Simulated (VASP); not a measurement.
# BN (F-43m) in VASP: vibrations by perturbation theory with PBEsol

Aim: the vibrations by perturbation theory of BN with PBEsol.

Program: VASP 6.6.1. These are calculated values, not measurements. Logs are shortened: lines on timing, memory, paths and dates and some standing lists are left out, and cuts for length are marked.

## Step 1: The cell of the first run

The structure is cubic, space group F-43m (No. 216). The conventional cell has a = 3.615 Å, b = 3.615 Å, c = 3.615 Å, α = 90.00°, β = 90.00°, γ = 90.00°. Within 2.1 Å of B (site symmetry -43m) lie 4 N at 1.57 Å. Within 2.1 Å of N (site symmetry -43m) lie 4 B at 1.57 Å.

## Step 2: Vibrations by perturbation theory, PBEsol

INCAR reads:

```
PREC = Accurate
ENCUT = 600
EDIFF = 1E-8
ISMEAR = 0
SIGMA = 0.01
LREAL = F
LASPH = T
NELM = 120
ALGO = Normal
ISIF = 2
LWAVE = F
LCHARG = F
GGA = PS
NBANDS = 11
IBRION = 8
NSW = 1
LEPSILON = T
GGA_COMPAT = F
```

KPOINTS reads:

```
regular mesh
0
Gamma
  8 8 8
```

POSCAR reads:

```
BN
1.0
    0.0000000000      1.8075000000      1.8075000000
    1.8075000000      0.0000000000      1.8075000000
    1.8075000000      1.8075000000      0.0000000000
B N
1 1
Direct
    0.0000000000      0.0000000000      0.0000000000
    0.2500000000      0.2500000000      0.2500000000
```

Potentials or basis: VASP PAW PBE potentials, release 64 (B, N).

On the command line:

```
> cat potpaw_PBE.64/B/POTCAR potpaw_PBE.64/N/POTCAR > POTCAR
> mpirun -np 1 vasp_std > vasp.out
```

OUTCAR:

```text
PREC = Accurate
   ENCUT = 600
   EDIFF = 1E-8
   ISMEAR = 0
   LREAL = F
   LASPH = T
   NELM = 120
   ISIF = 2
   GGA = PS
   IBRION = 8
   NSW = 1
   LEPSILON = T

 ion  position               nearest neighbor table
   1  0.000  0.000  0.000-   2 1.57   2 1.57   2 1.57   2 1.57
   2  0.250  0.250  0.250-   1 1.57   1 1.57   1 1.57   1 1.57

  LATTYP: Found a face centered cubic cell.
 ALAT       =     3.6150000000

  Lattice vectors:

 A1 = (   0.0000000000,   1.8075000000,   1.8075000000)
 A2 = (   1.8075000000,   0.0000000000,   1.8075000000)
 A3 = (   1.8075000000,   1.8075000000,   0.0000000000)

Analysis of symmetry for initial positions (statically):
=====================================================================
 Subroutine PRICEL returns:
 Original cell was already a primitive cell.

 Routine SETGRP: Setting up the symmetry group for a
 face centered cubic supercell.

 Subroutine GETGRP returns: Found 24 space group operations
 (whereof 24 operations were pure point group operations)
 out of a pool of 48 trial point group operations.

The static configuration has the point symmetry T_d .

Analysis of symmetry for dynamics (positions and initial velocities):
=====================================================================
 Subroutine PRICEL returns:
 Original cell was already a primitive cell.

 Routine SETGRP: Setting up the symmetry group for a
 face centered cubic supercell.

 Subroutine GETGRP returns: Found 24 space group operations
 (whereof 24 operations were pure point group operations)
 out of a pool of 48 trial point group operations.

The dynamic configuration has the point symmetry T_d .

 Subroutine INISYM returns: Found 24 space group operations
 (whereof 24 operations are pure point group operations),
 and found     1 'primitive' translations

----------------------------------------------------------------------------------------

                                     Primitive cell

  volume of cell :      11.8104

  direct lattice vectors                    reciprocal lattice vectors
     0.000000000  1.807500000  1.807500000    -0.276625173  0.276625173  0.276625173
     1.807500000  0.000000000  1.807500000     0.276625173 -0.276625173  0.276625173
     1.807500000  1.807500000  0.000000000     0.276625173  0.276625173 -0.276625173

  length of vectors
     2.556191014  2.556191014  2.556191014     0.479128854  0.479128854  0.479128854

  position of ions in fractional coordinates (direct lattice)
     0.000000000  0.000000000  0.000000000
     0.250000000  0.250000000  0.250000000

  ion indices of the primitive-cell ions
   primitive index   ion index
                 1           1
                 2           2

----------------------------------------------------------------------------------------

 KPOINTS: regular mesh

Automatic generation of k-mesh.
 Grid dimensions read from file:
 generate k-points for:    8    8    8

 Generating k-lattice:

  Cartesian coordinates                     Fractional coordinates (reciprocal lattice)
    -0.034578147  0.034578147  0.034578147     0.125000000  0.000000000  0.000000000
[... 485 lines left out ...]
  ---------------------------------------------------
  free energy    TOTEN  =        -0.12776825 eV

  energy without entropy =       -0.12776825

------------------------ aborting loop because EDIFF is reached ----------------------------------------

--------------------------------------- Ionic step        2  -------------------------------------------

------------------------ aborting loop because EDIFF is reached ----------------------------------------

--------------------------------------- Ionic step        3  -------------------------------------------

------------------------ aborting loop because EDIFF is reached ----------------------------------------

 PIEZOELECTRIC TENSOR FIELD DIRECTION 3  (e Angst)
 -----------------------------------------------------------------------------
    -0.00025 -0.75893  0.00000           ( -0.00000 -0.00380  0.00000)
    -0.75893 -0.00025  0.00000           ( -0.00380 -0.00000  0.00000)
     0.00000  0.00000  0.00016           (  0.00000  0.00000 -0.00000)

 PIEZOELECTRIC TENSOR FIELD DIRECTION 3  (C/m^2)
 -----------------------------------------------------------------------------
    -0.00034 -1.02955  0.00000
    -1.02955 -0.00034  0.00000
     0.00000  0.00000  0.00022

--------------------------------------- Ionic step        4  -------------------------------------------

------------------------ aborting loop because EDIFF is reached ----------------------------------------

[... ionic steps 5 to 6 ...]

--------------------------------------- Ionic step        7  -------------------------------------------

 Free energy of the ion-electron system (eV)
  ---------------------------------------------------
  ---------------------------------------------------
  free energy    TOTEN  =        -0.22916489 eV

  energy without entropy =       -0.22916489

------------------------ aborting loop because EDIFF is reached ----------------------------------------

 INTERNAL STRAIN TENSOR  FOR ION    2  DIRECTION 1   (eV/Angst):
 -----------------------------------------------------------------------------
    -0.02956  0.00000  0.00000
     0.00000  0.01656 -2.15780
     0.00000 -2.15780  0.01656

 MACROSCOPIC STATIC DIELECTRIC TENSOR (including local field effects in DFT)
 ------------------------------------------------------
           4.654549     0.000000    -0.000000
          -0.000000     4.654549     0.000000
          -0.000000    -0.000000     4.654549
 ------------------------------------------------------

 PIEZOELECTRIC TENSOR (including local field effects)  for field in x, y, z        (e  Angst)
          XX          YY          ZZ          XY          YZ          ZX
  --------------------------------------------------------------------------------
  x     0.00000     0.00000    -0.00000     0.00000    -0.75955     0.00000
  y     0.00000     0.00000    -0.00000     0.00000     0.00000    -0.75955
  z     0.00000    -0.00000    -0.00000    -0.75955     0.00000     0.00000

 PIEZOELECTRIC TENSOR (including local field effects)  for field in x, y, z        (C/m^2)
          XX          YY          ZZ          XY          YZ          ZX
  --------------------------------------------------------------------------------
  x     0.00000     0.00000    -0.00000     0.00000    -1.03040     0.00000
  y     0.00000     0.00000    -0.00000     0.00000     0.00000    -1.03040
  z     0.00000    -0.00000    -0.00000    -1.03040     0.00000     0.00000

 BORN EFFECTIVE CHARGES (including local field effects) (in |e|, cummulative output)
 ---------------------------------------------------------------------------------
 ion    1
    1     1.90422     0.00000    -0.00000
    2    -0.00000     1.90422     0.00000
    3     0.00000     0.00000     1.90422
 ion    2
    1    -1.90422    -0.00000     0.00000
    2     0.00000    -1.90422    -0.00000
    3     0.00000     0.00000    -1.90422

 INTERNAL STRAIN TENSOR FOR ION    2 for displacements in x,y,z  (eV/Angst):
          X           Y           Z          XY          YZ          ZX
  --------------------------------------------------------------------------------
  x     0.00000    -0.00000    -0.00000     0.00000    -2.15780     0.00000
  y    -0.00000     0.00000    -0.00000     0.00000     0.00000    -2.15780
  z    -0.00000    -0.00000     0.00000    -2.15780     0.00000     0.00000

 SECOND DERIVATIVES (NOT SYMMETRIZED)
 ------------------------------------
               1X          1Y          1Z          2X          2Y          2Z
  1X   -24.272883    0.000000    0.000000   24.272883    0.000000    0.000000
  1Y     0.000000  -24.272883    0.000000    0.000000   24.272883    0.000000
  1Z     0.000000    0.000000  -24.272883    0.000000    0.000000   24.272883
  2X    24.277020    0.000000    0.000000  -24.277020    0.000000    0.000000
  2Y     0.000000   24.277020    0.000000    0.000000  -24.277020    0.000000
  2Z     0.000000    0.000000   24.277020    0.000000    0.000000  -24.277020

 Eigenvectors and eigenvalues of the dynamical matrix
 ----------------------------------------------------

   1 f  =   31.185015 THz   195.941228 2PiTHz 1040.220132 cm-1   128.970801 meV
             X         Y         Z           dx          dy          dz
      0.000000  0.000000  0.000000    -0.606986   -0.442503   -0.000000
      0.903750  0.903750  0.903750     0.533420    0.388872   -0.000000
[... 21 lines left out ...]
   6 f/i=    0.001317 THz     0.008277 2PiTHz    0.043943 cm-1     0.005448 meV
             X         Y         Z           dx          dy          dz
      0.000000  0.000000  0.000000     0.095254    0.515742   -0.400869
      0.903750  0.903750  0.903750     0.108391    0.586870   -0.456154

--------------------------------------------------------------------------------------------------------

 MACROSCOPIC STATIC DIELECTRIC TENSOR IONIC CONTRIBUTION
 ------------------------------------------------------
           2.288636     0.000000     0.000000
           0.000000     2.288636    -0.000000
           0.000000    -0.000000     2.288636
 ------------------------------------------------------

 ELASTIC MODULI CONTR FROM IONIC RELAXATION (kBar)
 Direction    XX          YY          ZZ          XY          YZ          ZX
 --------------------------------------------------------------------------------
 XX          -0.0000      0.0000      0.0000     -0.0000      0.0000     -0.0000
 YY           0.0000     -0.0000     -0.0000     -0.0000     -0.0000      0.0000
 ZZ           0.0000     -0.0000     -0.0000      0.0000     -0.0000     -0.0000
 XY          -0.0000     -0.0000      0.0000    -23.7797     -0.0000      0.0000
 YZ           0.0000     -0.0000     -0.0000     -0.0000    -23.7797     -0.0000
 ZX          -0.0000      0.0000     -0.0000      0.0000     -0.0000    -23.7797
 --------------------------------------------------------------------------------

 PIEZOELECTRIC TENSOR IONIC CONTR  for field in x, y, z        (C/m^2)
          XX          YY          ZZ          XY          YZ          ZX
  --------------------------------------------------------------------------------
  x    -0.00000     0.00000     0.00000     0.00000     0.21951     0.00000
  y     0.00000    -0.00000     0.00000    -0.00000     0.00000     0.21951
  z     0.00000     0.00000    -0.00000     0.21951     0.00000    -0.00000
```

Wall time 83 s (1 thread of AMD EPYC 7R43 (Zen 3), shared host); peak memory 0.12 GiB.

What came out:

- Electronic dielectric tensor (diagonal): 4.65
- Born charges (mean of the diagonal): B +1.90; N -1.90 e
- Highest phonon frequency at Γ, LO-TO splitting left out: 1040 cm⁻¹

Phonon frequencies in cm⁻¹ (negative: imaginary):
```
              q point           frequencies
(0.000, 0.000, 0.000)  0 0 0 1040 1040 1040
```

Electronic dielectric tensor:
```
4.65 0.00 0.00
0.00 4.65 0.00
0.00 0.00 4.65
```

Born effective charge tensors (e):
atom 1, B
```
1.90 0.00 0.00
0.00 1.90 0.00
0.00 0.00 1.90
```
atom 2, N
```
-1.90  0.00  0.00
 0.00 -1.90  0.00
 0.00  0.00 -1.90
```

Caveat: the k points lie up to 0.38 Å⁻¹ apart; the cell stands under pressure or tension, which shifts response properties.
